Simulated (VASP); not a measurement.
# Hf (P6_3/mmc) in VASP: notebook

The runs below take Hf through single point, with revPBE.

Everything below comes from runs of VASP 6.6.1. Logs are shortened: lines on timing, memory, paths and dates and some standing lists are left out, and cuts for length are marked.

### Step 1. The cell of the first run

It takes space group P6_3/mmc (No. 194, hexagonal). Conventional cell: a = 3.220 Å, b = 3.220 Å, c = 10.303 Å, α = 90.00°, β = 90.00°, γ = 120.00°. Hf (site symmetry -3m) has 12 Hf at 3.18 to 3.22 Å within 4.2 Å. Hf (site symmetry -6m2) has 12 Hf at 3.18 to 3.22 Å within 4.2 Å.

### Step 2. Single point, revPBE

Input file INCAR:

```
PREC     = Accurate       # precision mode
ENCUT    = 520            # plane-wave cutoff, eV
EDIFF    = 1E-7           # SCF threshold, eV
ISMEAR   = -1             # smearing method
SIGMA    = 0.1            # smearing width, eV
LREAL    = F              # projectors in reciprocal space
LASPH    = T              # aspherical terms in the spheres
NELM     = 60             # most SCF steps
ALGO     = Normal         # electronic algorithm
ISIF     = 2              # what is computed and relaxed
LWAVE    = F              # write WAVECAR
LCHARG   = T              # write CHGCAR
GGA      = RE             # functional
LELF     = T              # ELF
LVHAR    = T            
NBANDS   = 28             # bands
```

Input file KPOINTS:

```
Automatic mesh
0
Gamma
  13 13 4
```

Input file POSCAR:

```
Hf
1.0
    3.2201780929      0.0000000000      0.0000000000
   -1.6100890464      2.7887560332      0.0000000000
    0.0000000000      0.0000000000     10.3029246794
Hf
4
Direct
    1.0000000000      0.0000000000      1.0000000000
    1.0000000000      0.0000000000      0.5000000000
    0.3333333333      0.6666666667      0.2500000000
    0.6666666667      0.3333333333      0.7500000000
```

Potentials or basis: VASP PAW PBE potentials, release 64 (Hf_pv).

Command:

```console
> cat potpaw_PBE.64/Hf_pv/POTCAR > POTCAR
> mpirun -np 1 vasp_std > vasp.out
```

OUTCAR:

```text
PREC = Accurate
   ENCUT = 520
   EDIFF = 1E-7
   ISMEAR = -1
   LREAL = F
   LASPH = T
   NELM = 60
   ISIF = 2
   GGA = RE

 ion  position               nearest neighbor table
   1  0.000  0.000  0.000-   3 3.18   4 3.18   4 3.18   3 3.18   4 3.18   3 3.18
   2  0.000  0.000  0.500-   3 3.18   4 3.18   4 3.18   3 3.18   4 3.18   3 3.18
   3  0.333  0.667  0.250-   1 3.18   2 3.18   1 3.18   2 3.18   1 3.18   2 3.18
   4  0.667  0.333  0.750-   1 3.18   2 3.18   1 3.18   2 3.18   1 3.18   2 3.18

  LATTYP: Found a hexagonal cell.
 ALAT       =     3.2201780929
 C/A-ratio  =     3.1994890910

  Lattice vectors:

 A1 = (   3.2201780929,   0.0000000000,   0.0000000000)
 A2 = (  -1.6100890464,   2.7887560332,   0.0000000000)
 A3 = (   0.0000000000,   0.0000000000,  10.3029246794)

Analysis of symmetry for initial positions (statically):
=====================================================================
 Subroutine PRICEL returns:
 Original cell was already a primitive cell.

 Routine SETGRP: Setting up the symmetry group for a
 hexagonal supercell.

 Subroutine GETGRP returns: Found 24 space group operations
 (whereof 12 operations were pure point group operations)
 out of a pool of 24 trial point group operations.

The static configuration has the point symmetry D_3d.
 The point group associated with its full space group is D_6h.

Analysis of symmetry for dynamics (positions and initial velocities):
=====================================================================
 Subroutine PRICEL returns:
 Original cell was already a primitive cell.

 Routine SETGRP: Setting up the symmetry group for a
 hexagonal supercell.

 Subroutine GETGRP returns: Found 24 space group operations
 (whereof 12 operations were pure point group operations)
 out of a pool of 24 trial point group operations.

The dynamic configuration has the point symmetry D_3d.
 The point group associated with its full space group is D_6h.

 Subroutine INISYM returns: Found 24 space group operations
 (whereof 12 operations are pure point group operations),
 and found     1 'primitive' translations

----------------------------------------------------------------------------------------

                                     Primitive cell

  volume of cell :      92.5233

  direct lattice vectors                    reciprocal lattice vectors
     3.220178093  0.000000000  0.000000000     0.310541831  0.179291410  0.000000000
    -1.610089046  2.788756033  0.000000000     0.000000000  0.358582819  0.000000000
     0.000000000  0.000000000 10.302924679     0.000000000  0.000000000  0.097059819

  length of vectors
     3.220178093  3.220178093 10.302924679     0.358582819  0.358582819  0.097059819

  position of ions in fractional coordinates (direct lattice)
     0.000000000  0.000000000  0.000000000
     0.000000000  0.000000000  0.500000000
     0.333333333  0.666666667  0.250000000
     0.666666667  0.333333333  0.750000000

  ion indices of the primitive-cell ions
   primitive index   ion index
                 1           1
                 2           2
                 3           3
                 4           4

----------------------------------------------------------------------------------------

 KPOINTS: Automatic mesh

Automatic generation of k-mesh.
 Grid dimensions read from file:
 generate k-points for:   13   13    4

 Generating k-lattice:

  Cartesian coordinates                     Fractional coordinates (reciprocal lattice)
     0.023887833  0.013791647  0.000000000     0.076923077  0.000000000  0.000000000
     0.000000000  0.027583294  0.000000000     0.000000000  0.076923077  0.000000000
     0.000000000  0.000000000  0.024264955     0.000000000  0.000000000  0.250000000

  Length of vectors
     0.027583294  0.027583294  0.024264955

  Shift w.r.t. Gamma in fractional coordinates (k-lattice)
     0.000000000  0.000000000  0.000000000

 Subroutine IBZKPT returns following result:
 ===========================================

 Found     63 irreducible k-points:

 Following reciprocal coordinates:
            Coordinates               Weight
  0.000000  0.000000  0.000000      1.000000
  0.076923 -0.000000  0.000000      6.000000
  0.153846  0.000000  0.000000      6.000000
  0.230769  0.000000  0.000000      6.000000
  0.307692  0.000000  0.000000      6.000000
  0.384615 -0.000000  0.000000      6.000000
[... 16 lines left out ...]
  0.076923 -0.000000  0.250000     12.000000
  0.153846  0.000000  0.250000     12.000000
 [... further k-points ...]
   k-points           NKPTS =     63   k-points in BZ     NKDIM =     63   number of bands    NBANDS=     28
   number of dos      NEDOS =    301   number of ions     NIONS =      4
   total plane-waves  NPLWV =  46080
   dimension x,y,z NGX =    24 NGY =   24 NGZ =   80
   dimension x,y,z NGXF=    48 NGYF=   48 NGZF=  160
   ions per type =               4
   NGX,Y,Z   is equivalent  to a cutoff of  12.39, 12.39, 12.91 a.u.
   NGXF,Y,Z  is equivalent  to a cutoff of  24.78, 24.78, 25.82 a.u.
 SYSTEM =  unknown system
   PREC   = accura    normal or accurate (medium, high low for compatibility)
   ISTART =      0    job   : 0-new  1-cont  2-samecut
   ICHARG =      2    charge: 1-file 2-atom 10-const
   ISPIN  =      1    spin polarized calculation?
   LNONCOLLINEAR =      F non collinear calculations
   LSORBIT =      F    spin-orbit coupling
   LASPH  =      T    aspherical Exc in radial PAW
   ENCUT  =  520.0 eV  38.22 Ry    6.18 a.u.   5.99  5.99 19.16*2*pi/ulx,y,z
   NELM   =     60;   NELMIN=  2; NELMDL= -5     # of ELM steps
   EDIFF  = 0.1E-06   stopping-criterion for ELM
   LREAL  =      F    real-space projection
   EDIFFG = 0.1E-05   stopping-criterion for IOM
   NSW    =      0    number of steps for IOM
   IBRION =     -1    ionic relax: 0-MD 1-quasi-New 2-CG
   NFREE  =      0    steps in history (QN), initial steepest desc. (CG)
   ISIF   =      2    stress and relaxation
   ISYM   =      2    0-nonsym 1-usesym 2-fastsym
   POTIM  = 0.5000    time-step for ionic-motion
   TEBEG  =    0.0;   TEEND  =   0.0 temperature during run
   PSTRESS=    0.0 pullay stress
   NELECT =      40.0000    total number of electrons
   NUPDOWN=      -1.0000    fix difference up-down
   EMIN   =  10.00;   EMAX   =-10.00  energy-range for DOS
   EFERMI =   0.00;   METHOD = LEGACY
   ISMEAR =    -1;   SIGMA  =   0.10  broadening in eV -4-tet -1-fermi 0-gaus
   EFERMI_NEDOS =   21; number of points for ismear=-14 and -15
   IALGO  =     38    algorithm
   IMIX   =      4    mixing-type and parameters
     AMIX     =   0.40;   BMIX     =  1.00
     AMIX_MAG =   1.60;   BMIX_MAG =  1.00
  volume/ion in A,a.u.               =      23.13       156.09
  Fermi-wavevector in a.u.,A,eV,Ry     =   1.237878  2.339250 20.848778  1.532342
  Thomas-Fermi vector in A             =   2.372427
   LORBIT       =      0    0 simple, 1 ext, 2 COOP (PROOUT), +10 PAW based schemes
   GGA     = RE    functional components
   LHFCALC =     F    Hartree Fock is set to
   AEXX    =    0.0000 exact exchange contribution
   IVDW    =     0    specifies the selected vdW correction
   LEPSILON=     F    determine dielectric tensor
   LRPA    =     F    only Hartree local field effects (RPA)
 non-spin polarized calculation
  energy-cutoff  :      520.00
  volume of cell :       92.52
 maximum number of plane-waves:      2522
 NGX is ok and might be reduce to    24
   NGX = 11   NGY = 11   NGZ = 39

 number of electron      40.0000015 magnetization

 Free energy of the ion-electron system (eV)
  ---------------------------------------------------
  ext. energy  EPLUGINS =         0.00000000
  ---------------------------------------------------
  free energy    TOTEN  =       -38.23283477 eV

  energy without entropy =      -38.06377922  energy(sigma->0) =      -38.14830700

 E-fermi :   4.6502     XC(G=0): -11.0888

 val. band max:        4.6462710444   @ k =   0.1538   0.0769   0.5000
 cond. band min:       4.6604046226   @ k =   0.2308   0.0000   0.2500
 fundamental gap:      0.0141335782
 Fermi energy:         4.6501671215

 k-point     1 :       0.0000    0.0000    0.0000
  band No.  band energies     occupation
      1     -26.3412      2.00000
      2     -25.9942      2.00000
      3     -25.9583      2.00000
      4     -25.7034      2.00000
      5     -25.7034      2.00000
      6     -25.6640      2.00000
[... 20 lines left out ...]
     27       6.4890      0.00000
     28       6.4890      0.00000

 k-point     2 :       0.0769   -0.0000    0.0000
  band No.  band energies     occupation
      1     -26.3276      2.00000
      2     -25.9991      2.00000
      3     -25.9631      2.00000
      4     -25.7330      2.00000
      5     -25.7131      2.00000
      6     -25.6855      2.00000
[... 20 lines left out ...]
     27       6.5301      0.00000
     28       6.6362      0.00000

 k-point     3 :       0.1538    0.0000    0.0000
  band No.  band energies     occupation
      1     -26.2888      2.00000
      2     -26.0209      2.00000
      3     -25.9840      2.00000
      4     -25.8117      2.00000
      5     -25.7449      2.00000
      6     -25.7394      2.00000
[... 20 lines left out ...]
     27       6.9066      0.00000
     28       7.0480      0.00000

 k-point     4 :       0.2308    0.0000    0.0000
  band No.  band energies     occupation
      1     -26.2308      2.00000
      2     -26.0772      2.00000
      3     -26.0339      2.00000
      4     -25.9179      2.00000
      5     -25.8477      2.00000
      6     -25.7752      2.00000
[... 578 lines left out ...]
     27       6.3758      0.00000
     28       6.3758      0.00000

 k-point    23 :       0.0769   -0.0000    0.2500
  band No.  band energies     occupation
      1     -26.3020      2.00000
      2     -26.1170      2.00000
      3     -25.8425      2.00000
      4     -25.7284      2.00000
      5     -25.7090      2.00000
      6     -25.6980      2.00000
[... 20 lines left out ...]
     27       6.3721      0.00000
     28       6.4978      0.00000

 k-point    24 :       0.1538    0.0000    0.2500
  band No.  band energies     occupation
      1     -26.2674      2.00000
      2     -26.1143      2.00000
      3     -25.8916      2.00000
      4     -25.8035      2.00000
      5     -25.7672      2.00000
      6     -25.7348      2.00000
[... 20 lines left out ...]
     27       6.6917      0.00000
     28       6.8360      0.00000

 [... further k-points ...]

------------------------ aborting loop because EDIFF is reached ----------------------------------------

  FORCE on cell =-STRESS in cart. coord.  units (eV):
  Direction    XX          YY          ZZ          XY          YZ          ZX
  --------------------------------------------------------------------------------------
  -------------------------------------------------------------------------------------
  Total       -0.2562439     -0.2562439     -0.2966487     -0.0000000     -0.0000000     -0.0000000
  in kB       -4.4372420     -4.4372420     -5.1369120     -0.0000000     -0.0000000     -0.0000000
  external PRESSURE =      -4.6704653 kB  Pullay stress =       0.0000000 kB

 VOLUME and BASIS-vectors are now :
 -----------------------------------------------------------------------------
  energy-cutoff  :      520.00
  volume of cell :       92.52
      direct lattice vectors                 reciprocal lattice vectors
     3.220178093  0.000000000  0.000000000     0.310541831  0.179291410  0.000000000
    -1.610089046  2.788756033  0.000000000     0.000000000  0.358582819  0.000000000
     0.000000000  0.000000000 10.302924679     0.000000000  0.000000000  0.097059819

 POSITION                                       TOTAL-FORCE (eV/Angst)
 -----------------------------------------------------------------------------------
      0.00000      0.00000      0.00000         0.000000      0.000000     -0.000000
      0.00000      0.00000      5.15146         0.000000      0.000000     -0.000000
     -0.00000      1.85917      2.57573         0.000000     -0.000000      0.000000
      1.61009      0.92959      7.72719        -0.000000      0.000000      0.000000
 -----------------------------------------------------------------------------------
    total drift:                               -0.000000      0.000000     -0.000000

  FREE ENERGIE OF THE ION-ELECTRON SYSTEM (eV)
  ---------------------------------------------------
  free  energy   TOTEN  =       -38.2328347711 eV

  energy  without entropy=      -38.0637792246  energy(sigma->0) =      -38.14830700
```

It took 73 s on 1 thread of AMD EPYC 9R45 (Zen 5), shared host; peak memory 0.23 GiB.

Results:

```yaml
Free_energy: -38.2328 eV
Pressure: -0.5 GPa
Band_gap_on_the_k_mesh: zero (band 20 reaches 5.78 eV, above the bottom of band 21 at 4.15 eV)
```

Caveat: the PAW data sets were made with another functional, which shifts forces and pressure a little; spin-orbit coupling is left out, which moves the levels of the heavy elements.

(Continued in part 2 of 2.)
